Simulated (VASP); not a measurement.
# TiO2 (R-3m) in VASP: further runs

Runs on TiO2. Level: PBE+D3(BJ)+U. Tasks: single point.

Everything below comes from runs of VASP 6.6.1. Logs are shortened: lines on timing, memory, paths and dates and some standing lists are left out, and cuts for length are marked.

## (1) The cell of the first run

Symmetry: R-3m, No. 166, trigonal system. Conventional cell: a = 3.078 Å, b = 3.078 Å, c = 17.858 Å, α = 90.00°, β = 90.00°, γ = 120.00°. Within 2.8 Å of Ti (site symmetry -3m) lie 6 O at 2.12 Å. O (site symmetry 3m) has 3 Ti at 2.12 Å within 2.8 Å.

## (2) Single point, PBE+D3(BJ)+U

File INCAR:

```
SYSTEM = TiO2
PREC     = Accurate       ! precision mode
ENCUT    = 520            ! plane-wave cutoff, eV
EDIFF    = 1E-7           ! SCF threshold, eV
ISMEAR   = 0              ! smearing method
SIGMA    = 0.05           ! smearing width, eV
LREAL    = .False.        ! projectors in reciprocal space
LASPH    = .True.         ! aspherical terms in the spheres
NELM     = 150            ! most SCF steps
ALGO     = Normal         ! electronic algorithm
ISIF     = 2              ! what is computed and relaxed
LWAVE    = .False.        ! write WAVECAR
LCHARG   = .True.         ! write CHGCAR
LMAXMIX  = 4              ! l up to which the mixer works
LDAU     = .True.         ! DFT+U
LDAUTYPE = 2            
LDAUL    = 2 -1           ! shell
LDAUU    = 4 0            ! U, eV
LDAUJ    = 0 0          
LDAUPRINT= 1            
GGA      = PE             ! functional
IVDW     = 12             ! dispersion correction
LELF     = .True.         ! ELF
LVHAR    = .True.       
NBANDS   = 19             ! bands
```

File KPOINTS:

```
regular mesh
0
Gamma
  9 9 9
  0 0 0
```

File POSCAR:

```
TiO2
1.0
    1.5391500000      0.8886286668      5.9525666667
   -1.5391500000      0.8886286668      5.9525666667
    0.0000000000     -1.7772573337      5.9525666667
Ti O
1 2
Direct
    0.0000000000      0.0000000000      0.0000000000
    0.6017580785      0.6017580785      0.6017580785
    0.3982419215      0.3982419215      0.3982419215
```

Potentials or basis: VASP PAW PBE potentials, release 64 (Ti_sv, O).

The run is started by

```console
$ cat potpaw_PBE.64/Ti_sv/POTCAR potpaw_PBE.64/O/POTCAR > POTCAR
$ mpirun -np 1 vasp_std > vasp.out
```

OUTCAR:

```text
SYSTEM = TiO2
   PREC = Accurate
   ENCUT = 520
   EDIFF = 1E-7
   ISMEAR = 0
   LREAL = .False.
   LASPH = .True.
   NELM = 150
   ISIF = 2
   GGA = PE
   IVDW = 12
 IVDW          = 12

 ion  position               nearest neighbor table
   1  0.000  0.000  0.000-   2 2.12   2 2.12   3 2.12   3 2.12   2 2.12   3 2.12
   2  0.602  0.602  0.602-   1 2.12   1 2.12   1 2.12
   3  0.398  0.398  0.398-   1 2.12   1 2.12   1 2.12

  LATTYP: Found a trigonal (rhomboedric) cell.
 ALAT       =     6.2122213057
 COS(alpha) =     0.8772283616

  Lattice vectors:

 A1 = (   1.5391500000,   0.8886286668,   5.9525666667)
 A2 = (  -1.5391500000,   0.8886286668,   5.9525666667)
 A3 = (   0.0000000000,  -1.7772573337,   5.9525666667)

Analysis of symmetry for initial positions (statically):
=====================================================================
 Subroutine PRICEL returns:
 Original cell was already a primitive cell.

 Routine SETGRP: Setting up the symmetry group for a
 trigonal (rhombohedral) supercell.

 Subroutine GETGRP returns: Found 12 space group operations
 (whereof 12 operations were pure point group operations)
 out of a pool of 12 trial point group operations.

The static configuration has the point symmetry D_3d.

Analysis of symmetry for dynamics (positions and initial velocities):
=====================================================================
 Subroutine PRICEL returns:
 Original cell was already a primitive cell.

 Routine SETGRP: Setting up the symmetry group for a
 trigonal (rhombohedral) supercell.

 Subroutine GETGRP returns: Found 12 space group operations
 (whereof 12 operations were pure point group operations)
 out of a pool of 12 trial point group operations.

The dynamic configuration has the point symmetry D_3d.

 Subroutine INISYM returns: Found 12 space group operations
 (whereof 12 operations are pure point group operations),
 and found     1 'primitive' translations

----------------------------------------------------------------------------------------

                                     Primitive cell

  volume of cell :      48.8491

  direct lattice vectors                    reciprocal lattice vectors
     1.539150000  0.888628667  5.952566667     0.324854628  0.187554907  0.055998253
    -1.539150000  0.888628667  5.952566667    -0.324854628  0.187554907  0.055998253
     0.000000000 -1.777257334  5.952566667     0.000000000 -0.375109813  0.055998253

  length of vectors
     6.212221306  6.212221306  6.212221306     0.379266630  0.379266630  0.379266630

  position of ions in fractional coordinates (direct lattice)
     0.000000000  0.000000000  0.000000000
     0.601758078  0.601758078  0.601758078
     0.398241922  0.398241922  0.398241922

  ion indices of the primitive-cell ions
   primitive index   ion index
                 1           1
                 2           2
                 3           3

----------------------------------------------------------------------------------------

 KPOINTS: regular mesh

Automatic generation of k-mesh.
 Grid dimensions read from file:
 generate k-points for:    9    9    9

 Generating k-lattice:

  Cartesian coordinates                     Fractional coordinates (reciprocal lattice)
     0.036094959  0.020839434  0.006222028     0.111111111  0.000000000  0.000000000
    -0.036094959  0.020839434  0.006222028     0.000000000  0.111111111  0.000000000
     0.000000000 -0.041678868  0.006222028     0.000000000  0.000000000  0.111111111

  Length of vectors
     0.042140737  0.042140737  0.042140737

  Shift w.r.t. Gamma in fractional coordinates (k-lattice)
     0.000000000  0.000000000  0.000000000
[... 40 lines left out ...]
   NGXF,Y,Z  is equivalent  to a cutoff of  25.69, 25.69, 25.69 a.u.
 SYSTEM =  TiO2
   PREC   = accura    normal or accurate (medium, high low for compatibility)
   ISTART =      0    job   : 0-new  1-cont  2-samecut
   ICHARG =      2    charge: 1-file 2-atom 10-const
   ISPIN  =      1    spin polarized calculation?
   LNONCOLLINEAR =      F non collinear calculations
   LSORBIT =      F    spin-orbit coupling
   LASPH  =      T    aspherical Exc in radial PAW
   ENCUT  =  520.0 eV  38.22 Ry    6.18 a.u.  11.55 11.55 11.55*2*pi/ulx,y,z
   NELM   =    150;   NELMIN=  2; NELMDL= -5     # of ELM steps
   EDIFF  = 0.1E-06   stopping-criterion for ELM
   LREAL  =      F    real-space projection
   EDIFFG = 0.1E-05   stopping-criterion for IOM
   NSW    =      0    number of steps for IOM
   IBRION =     -1    ionic relax: 0-MD 1-quasi-New 2-CG
   NFREE  =      0    steps in history (QN), initial steepest desc. (CG)
   ISIF   =      2    stress and relaxation
   ISYM   =      2    0-nonsym 1-usesym 2-fastsym
   POTIM  = 0.5000    time-step for ionic-motion
   TEBEG  =    0.0;   TEEND  =   0.0 temperature during run
   PSTRESS=    0.0 pullay stress
   NELECT =      24.0000    total number of electrons
   NUPDOWN=      -1.0000    fix difference up-down
   EMIN   =  10.00;   EMAX   =-10.00  energy-range for DOS
   EFERMI =   0.00;   METHOD = LEGACY
   ISMEAR =     0;   SIGMA  =   0.05  broadening in eV -4-tet -1-fermi 0-gaus
   EFERMI_NEDOS =   21; number of points for ismear=-14 and -15
   IALGO  =     38    algorithm
   IMIX   =      4    mixing-type and parameters
     AMIX     =   0.40;   BMIX     =  1.00
     AMIX_MAG =   1.60;   BMIX_MAG =  1.00
  volume/ion in A,a.u.               =      16.28       109.88
  Fermi-wavevector in a.u.,A,eV,Ry     =   1.291793  2.441135 22.704444  1.668730
  Thomas-Fermi vector in A             =   2.423541
   LORBIT       =      0    0 simple, 1 ext, 2 COOP (PROOUT), +10 PAW based schemes
 LDA+U is selected, type is set to LDAUTYPE =  2
   angular momentum for each species LDAUL =     2   -1
   U (eV)           for each species LDAUU =   4.0  0.0
   J (eV)           for each species LDAUJ =   0.0  0.0
   GGA     = PE    functional components
   LHFCALC =     F    Hartree Fock is set to
   AEXX    =    0.0000 exact exchange contribution
   IVDW    =    12    specifies the selected vdW correction
   LEPSILON=     F    determine dielectric tensor
   LRPA    =     F    only Hartree local field effects (RPA)
 non-spin polarized calculation
 Gauss-broadening in eV      SIGMA  =   0.05
  energy-cutoff  :      520.00
  volume of cell :       48.85
 maximum number of plane-waves:      1329
 NGX is ok and might be reduce to    48
   NGX = 23   NGY = 23   NGZ = 23

atom =   1  type =  1  l = 2

 onsite density matrix

spin component  1

  0.1539  0.0000 -0.0000 -0.0798  0.0000
  0.0000  0.1764 -0.0000  0.0000 -0.0798
 -0.0000 -0.0000  0.0799  0.0000  0.0000
 -0.0798  0.0000  0.0000  0.1764 -0.0000
  0.0000 -0.0798  0.0000 -0.0000  0.1539

spin component  2

  0.1539  0.0000 -0.0000 -0.0798  0.0000
  0.0000  0.1764 -0.0000  0.0000 -0.0798
 -0.0000 -0.0000  0.0799  0.0000  0.0000
 -0.0798  0.0000  0.0000  0.1764 -0.0000
  0.0000 -0.0798  0.0000 -0.0000  0.1539

 occupancies and eigenvectors

  o =  0.0799  v =  0.0000  0.0000 -1.0000  0.0000  0.0000  0.0000  0.0000  0.0000  0.0000  0.0000      0.0000  0.0000  0.0000  0.0000  0.0000  0.0000  0.0000  0.0000  0.0000  0.0000
  o =  0.0799  v =  0.0000  0.0000  0.0000  0.0000  0.0000  0.0000  0.0000 -1.0000  0.0000  0.0000      0.0000  0.0000  0.0000  0.0000  0.0000  0.0000  0.0000  0.0000  0.0000  0.0000
  o =  0.0846  v =  0.0000  0.0000  0.0000  0.0000  0.0000 -0.7550  0.0000 -0.0000 -0.6558  0.0000      0.0000  0.0000  0.0000  0.0000  0.0000  0.0000  0.0000  0.0000  0.0000  0.0000
  o =  0.0846  v = -0.7550  0.0000 -0.0000 -0.6558  0.0000  0.0000  0.0000  0.0000  0.0000  0.0000      0.0000  0.0000  0.0000  0.0000  0.0000  0.0000  0.0000  0.0000  0.0000  0.0000
  o =  0.0846  v =  0.0000  0.6558  0.0000  0.0000  0.7550  0.0000  0.0000  0.0000  0.0000  0.0000      0.0000  0.0000  0.0000  0.0000  0.0000  0.0000  0.0000  0.0000  0.0000  0.0000
  o =  0.0846  v =  0.0000  0.0000  0.0000  0.0000  0.0000  0.0000  0.6558  0.0000  0.0000  0.7550      0.0000  0.0000  0.0000  0.0000  0.0000  0.0000  0.0000  0.0000  0.0000  0.0000
  o =  0.2457  v = -0.6558  0.0000  0.0000  0.7550 -0.0000  0.0000  0.0000  0.0000  0.0000  0.0000      0.0000  0.0000  0.0000  0.0000  0.0000  0.0000  0.0000  0.0000  0.0000  0.0000
  o =  0.2457  v =  0.0000  0.0000  0.0000  0.0000  0.0000 -0.6558  0.0000  0.0000  0.7550 -0.0000      0.0000  0.0000  0.0000  0.0000  0.0000  0.0000  0.0000  0.0000  0.0000  0.0000
  o =  0.2457  v =  0.0000  0.0000  0.0000  0.0000  0.0000  0.0000 -0.7550  0.0000 -0.0000  0.6558      0.0000  0.0000  0.0000  0.0000  0.0000  0.0000  0.0000  0.0000  0.0000  0.0000
  o =  0.2457  v =  0.0000 -0.7550  0.0000 -0.0000  0.6558  0.0000  0.0000  0.0000  0.0000  0.0000      0.0000  0.0000  0.0000  0.0000  0.0000  0.0000  0.0000  0.0000  0.0000  0.0000

 number of electron      24.0000000 magnetization

 Free energy of the ion-electron system (eV)
  ---------------------------------------------------
  ext. energy  EPLUGINS =         0.00000000
  ---------------------------------------------------
  free energy    TOTEN  =       -23.09427944 eV

  energy without entropy =      -23.09427944  energy(sigma->0) =      -23.09427944

 E-fermi :   0.3068     XC(G=0):  -8.7315

 val. band max:       -0.0321267044   @ k =  -0.1111   0.1111   0.0000
 cond. band min:       2.4659721375   @ k =   0.4444   0.4444   0.0000
 fundamental gap:      2.4980988419
 Fermi energy:         0.3067788639

 k-point     1 :       0.0000    0.0000    0.0000
  band No.  band energies     occupation
      1     -58.0074      2.00000
      2     -34.1312      2.00000
      3     -33.9673      2.00000
      4     -33.9673      2.00000
      5     -16.7231      2.00000
      6     -15.7045      2.00000
[... 505 lines left out ...]
      6     -15.6924      2.00000
[... 11 lines left out ...]
     18      10.6303      0.00000
     19      11.8738      0.00000

 [... further k-points ...]

------------------------ aborting loop because EDIFF is reached ----------------------------------------

 Edisp (eV)   -0.45421

 E8    (eV) :    -0.1763

  FORCE on cell =-STRESS in cart. coord.  units (eV):
  Direction    XX          YY          ZZ          XY          YZ          ZX
  --------------------------------------------------------------------------------------
  -------------------------------------------------------------------------------------
  Total      -4.81864    -4.81864    -7.92375     0.00000     0.00000     0.00000
  in kB    -158.04421  -158.04421  -259.88692     0.00000     0.00000     0.00000
  external pressure =     -191.99 kB  Pullay stress =        0.00 kB

 VOLUME and BASIS-vectors are now :
 -----------------------------------------------------------------------------
  energy-cutoff  :      520.00
  volume of cell :       48.85
      direct lattice vectors                 reciprocal lattice vectors
     1.539150000  0.888628667  5.952566667     0.324854628  0.187554907  0.055998253
    -1.539150000  0.888628667  5.952566667    -0.324854628  0.187554907  0.055998253
     0.000000000 -1.777257334  5.952566667     0.000000000 -0.375109813  0.055998253

 POSITION                                       TOTAL-FORCE (eV/Angst)
 -----------------------------------------------------------------------------------
      0.00000      0.00000      0.00000         0.000000      0.000000      0.000000
      0.00000     -0.00000     10.74602        -0.000000     -0.000000      3.245079
      0.00000     -0.00000      7.11168        -0.000000      0.000000     -3.245079
 -----------------------------------------------------------------------------------
    total drift:                               -0.000000     -0.000000      0.000000

  FREE ENERGIE OF THE ION-ELECTRON SYSTEM (eV)
  ---------------------------------------------------
  free  energy   TOTEN  =       -23.5484852002 eV

  energy  without entropy=      -23.5484852002  energy(sigma->0) =      -23.54848520
```

Wall time 3 min (1 thread of Intel Xeon 6975P-C (Granite Rapids), shared host); peak memory 0.35 GiB.

What came out:

```
Free energy                : -23.5485 eV
Pressure                   : -19.2 GPa
Largest force              : 3.245 eV/Å
Band gap on the k mesh     : 2.50 eV, indirect (least direct gap 2.79 eV)
Dispersion energy per atom : -0.151 eV
```

Forces on the atoms (eV/Å):
```
Ti   0.000  0.000  0.000
O    0.000  0.000  3.245
O    0.000  0.000 -3.245
```

Levels at points of the mesh, in eV from the valence-band top:
```tsv
k point	band 9	band 10	band 11	band 12	band 13	band 14	band 15	band 16
(0.00, 0.00, 0.00)	-2.39	-0.27	-0.10	-0.10	2.78	2.78	3.63	5.07
```

Eigenvalues of the final occupation matrices:
| site | spin | trace | eigenvalues |
| --- | --- | --- | --- |
| site 1 d | 1 | 0.74 | 0.08 0.08 0.08 0.25 0.25 |
| site 1 d | 2 | 0.74 | 0.08 0.08 0.08 0.25 0.25 |

Caveat: forces of over 1 eV/Å act on the atoms, so gaps and moduli don't describe the material at rest.

## (3) Single point, PBE+D3(BJ)+U

This run uses another cell than the first one, of 16.75 Å³/atom, 1.029 times its volume.

File INCAR:

```
SYSTEM = TiO2
PREC     = Accurate       ! precision mode
ENCUT    = 520            ! plane-wave cutoff, eV
EDIFF    = 1E-7           ! SCF threshold, eV
ISMEAR   = 0              ! smearing method
SIGMA    = 0.05           ! smearing width, eV
LREAL    = .FALSE.        ! projectors in reciprocal space
LASPH    = .TRUE.         ! aspherical terms in the spheres
NELM     = 150            ! most SCF steps
ALGO     = Normal         ! electronic algorithm
ISIF     = 2              ! what is computed and relaxed
LWAVE    = .FALSE.        ! write WAVECAR
LCHARG   = .TRUE.         ! write CHGCAR
LMAXMIX  = 4              ! l up to which the mixer works
LDAU     = .TRUE.         ! DFT+U
LDAUTYPE = 2            
LDAUL    = 2 -1           ! shell
LDAUU    = 4 0            ! U, eV
LDAUJ    = 0 0          
LDAUPRINT= 1            
GGA      = PE             ! functional
IVDW     = 12             ! dispersion correction
LELF     = .TRUE.         ! ELF
LVHAR    = .TRUE.       
NBANDS   = 19             ! bands
```

File KPOINTS:

```
regular mesh
0
G
  9 9 9
  0 0 0
```

File POSCAR:

```
TiO2
1.0
    1.6093500000      0.9291586557      5.6001000000
   -1.6093500000      0.9291586557      5.6001000000
    0.0000000000     -1.8583173115      5.6001000000
Ti O
1 2
Direct
    0.0000000000      0.0000000000      0.0000000000
    0.6017580785      0.6017580785      0.6017580785
    0.3982419215      0.3982419215      0.3982419215
```

Potentials or basis: VASP PAW PBE potentials, release 64 (Ti_sv, O).

The run is started by

```console
$ cat potpaw_PBE.64/Ti_sv/POTCAR potpaw_PBE.64/O/POTCAR > POTCAR
$ mpirun -np 1 vasp_std > vasp.out
```

It took 3.1 min on 1 thread of Intel Xeon 6975P-C (Granite Rapids), shared host; peak memory 0.36 GiB.

Results (log left out):

```
Free energy                : -23.3959 eV
Pressure                   : -24.1 GPa
Largest force              : 2.716 eV/Å
Band gap on the k mesh     : 2.39 eV, indirect (least direct gap 2.54 eV)
Dispersion energy per atom : -0.146 eV
```

Forces on the atoms (eV/Å):
```
Ti   0.000  0.000  0.000
O    0.000  0.000  2.716
O    0.000  0.000 -2.716
```

Stress tensor (GPa, compression positive):
```
-26.23   0.00   0.00
  0.00 -26.23   0.00
  0.00   0.00 -19.99
```

Levels at points of the mesh, in eV from the valence-band top:
```csv
k point,band 8,band 9,band 10,band 11,band 12,band 13,band 14,band 15,band 16,band 17
"(0.00, 0.00, 0.00)",-2.73,-2.73,-0.40,-0.40,-0.20,2.41,2.41,3.34,4.73,4.73
```

Eigenvalues of the final occupation matrices:
| site | spin | trace | eigenvalues |
| --- | --- | --- | --- |
| site 1 d | 1 | 0.71 | 0.08 0.08 0.08 0.24 0.24 |
| site 1 d | 2 | 0.71 | 0.08 0.08 0.08 0.24 0.24 |

Caveat: forces of over 1 eV/Å act on the atoms, so gaps and moduli don't describe the material at rest.

## (4) Single point, PBE+D3(BJ)+U

This run uses another cell than the first one, of 17.03 Å³/atom, 1.046 times its volume.

File INCAR:

```
SYSTEM = TiO2
ALGO = Normal ; EDIFF = 1E-7
ENCUT = 520 ; GGA = PE
ISIF = 2 ; ISMEAR = 0
IVDW = 12 ; LASPH = .True.
LCHARG = .False. ; LDAU = .True.
LDAUJ = 0 0 ; LDAUL = 2 -1
LDAUPRINT = 1 ; LDAUTYPE = 2
LDAUU = 4 0 ; LMAXMIX = 4
LREAL = .False. ; LWAVE = .False.
NBANDS = 19 ; NELM = 150
PREC = Accurate ; SIGMA = 0.05
```

File KPOINTS:

```
k-points
0
Gamma
  9 9 9
  0 0 0
```

File POSCAR:

```
TiO2
1.0
    1.5742500000      0.9088936613      5.9525666667
   -1.5742500000      0.9088936613      5.9525666667
    0.0000000000     -1.8177873226      5.9525666667
Ti O
1 2
Direct
    0.0000000000      0.0000000000      0.0000000000
    0.6017580785      0.6017580785      0.6017580785
    0.3982419215      0.3982419215      0.3982419215
```

The run is started by

```console
$ cat potpaw_PBE.64/Ti_sv/POTCAR potpaw_PBE.64/O/POTCAR > POTCAR
$ mpirun -np 1 vasp_std > vasp.out
```

Wall time 2.6 min (1 thread of Intel Xeon 6975P-C (Granite Rapids), shared host); peak memory 0.35 GiB.

It converged, with:

```
Free energy                : -23.2879 eV
Pressure                   : -22.8 GPa
Largest force              : 3.380 eV/Å
Band gap on the k mesh     : 2.39 eV, indirect (least direct gap 2.63 eV)
Dispersion energy per atom : -0.144 eV
```

Forces in eV/Å, atoms in the order of the input:
```
Ti   0.000  0.000  0.000
O    0.000  0.000  3.380
O    0.000  0.000 -3.380
```

Stress tensor (GPa, compression positive):
```
-21.30   0.00   0.00
  0.00 -21.30   0.00
  0.00   0.00 -25.75
```

Levels at points of the mesh, in eV from the valence-band top:
```tsv
k point	band 9	band 10	band 11	band 12	band 13	band 14	band 15	band 16
(0.00, 0.00, 0.00)	-2.37	-0.22	-0.17	-0.17	2.59	2.59	3.42	4.75
```

Eigenvalues of the final occupation matrices:
```tsv
site	spin	trace	eigenvalues
site 1 d	1	0.72	0.08 0.08 0.08 0.24 0.24
site 1 d	2	0.72	0.08 0.08 0.08 0.24 0.24
```

Caveat: forces of over 1 eV/Å act on the atoms, so gaps and moduli don't describe the material at rest.

## (5) The runs side by side

| cell | gap on the mesh (eV) | pressure (GPa) | largest force (eV/Å) |
| --- | --- | --- | --- |
| a = 6.212 Å, angles 28.7°, 3 atoms | 2.50 | -19.2 | 3.25 |
| a = 5.900 Å, angles 31.7°, 3 atoms | 2.39 | -24.1 | 2.72 |
| a = 6.224 Å, angles 29.3°, 3 atoms | 2.39 | -22.8 | 3.38 |

Alike in all rows: task single point; level PBE+D3(BJ)+U; potentials or basis VASP PAW PBE potentials, release 64 (Ti_sv, O); no spin polarisation; Ti d U = 4.0 eV; k mesh 9 × 9 × 9; cutoff (eV) 520; smearing gaussian 0.05 eV.

Caveats: forces of over 1 eV/Å act on the atoms, so gaps and moduli don't describe the material at rest.

Absolute energies hang on the potentials; compare differences alone.
